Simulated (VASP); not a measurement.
Crystal: Ga3BAs4.

```
Ga B As
1.0
    10.87183    0.00000    0.00000
     0.00000   10.87183    0.00000
     0.00000    0.00000   10.87183
Ga B As
24 8 32
Direct
  0.99918 0.99067 0.00101
  0.00226 0.98631 0.50029
  0.50134 0.00742 0.50323
  0.49824 0.49599 0.99642
  0.50239 0.49252 0.50835
  0.25383 0.25066 0.99681
  0.25029 0.25524 0.51006
  0.23827 0.74488 0.49793
  0.75198 0.25527 0.50512
  0.75785 0.75176 0.00067
  0.76270 0.74704 0.50169
  0.24961 0.99166 0.24005
  0.25351 0.99535 0.75861
  0.23908 0.50973 0.24874
  0.24467 0.50220 0.75420
  0.75217 0.99976 0.24227
  0.75103 0.00184 0.75777
  0.76178 0.50021 0.24486
  0.75781 0.49586 0.75352
  0.99560 0.26152 0.24795
  0.99579 0.26321 0.75274
  0.50391 0.24377 0.24105
  0.49506 0.75582 0.24140
  0.49346 0.75535 0.75887
  0.99769 0.50681 0.99508
  0.00133 0.51148 0.49686
  0.50113 0.00363 0.99007
  0.23743 0.74856 0.99455
  0.74299 0.24518 0.98938
  0.00399 0.73878 0.24333
  0.00411 0.73508 0.75440
  0.50745 0.24151 0.76084
  0.12399 0.12685 0.12361
  0.12200 0.12223 0.63329
  0.11205 0.63473 0.11271
  0.10282 0.62151 0.62436
  0.62651 0.12072 0.09774
  0.61848 0.13861 0.64031
  0.62723 0.62379 0.12261
  0.62619 0.62658 0.63367
  0.37053 0.37750 0.12949
  0.39049 0.35977 0.65299
  0.37063 0.87711 0.09202
  0.37061 0.87373 0.61944
  0.87051 0.37665 0.09379
  0.88946 0.39589 0.60624
  0.88950 0.85769 0.14254
  0.89080 0.85828 0.64985
  0.36943 0.12461 0.37135
  0.39876 0.12438 0.87593
  0.37580 0.62332 0.37747
  0.35700 0.63719 0.88985
  0.87411 0.12337 0.37746
  0.86544 0.13803 0.88766
  0.90230 0.62453 0.37004
  0.89692 0.62420 0.87599
  0.11444 0.39466 0.39267
  0.11378 0.39129 0.89204
  0.11326 0.85515 0.35251
  0.12312 0.84816 0.87096
  0.62850 0.37399 0.36943
  0.62675 0.35137 0.87256
  0.62747 0.87705 0.37614
  0.61619 0.88748 0.88930
```

Base run:

* Program: VASP 6.6.1
* Functional: PBEsol
* Potentials or basis: VASP PAW PBE potentials, release 64 (Ga_d, B, As)
* Cutoff: 520 eV
* k mesh: 1 × 1 × 1, shifted
* Occupations: fermi-dirac, width 0.05 eV
* Spin: no spin polarisation

Its results: band gap on the k mesh 0.96 eV; pressure 0.2 GPa; largest force 0.187 eV/Å.

**Question.** The run is repeated on the same cell with these changes: cutoff from 520 eV to 560 eV; further incar settings from LREAL = Auto; ALGO = Normal; EDIFF = 1e-06; NBANDS = 286; ISYM = 0 to LREAL = Auto; ALGO = Normal; EDIFF = 1e-06; NBANDS = 286; ISYM = -1. What comes out?

**Answer.** Band gap on the k mesh 1.17 eV; pressure 0.2 GPa; largest force 0.044 eV/Å.

Caveats: the PAW data sets were made with another functional, which shifts forces and pressure a little; a shifted mesh leaves out Γ, where band edges can lie.

A k mesh can miss the band edges.
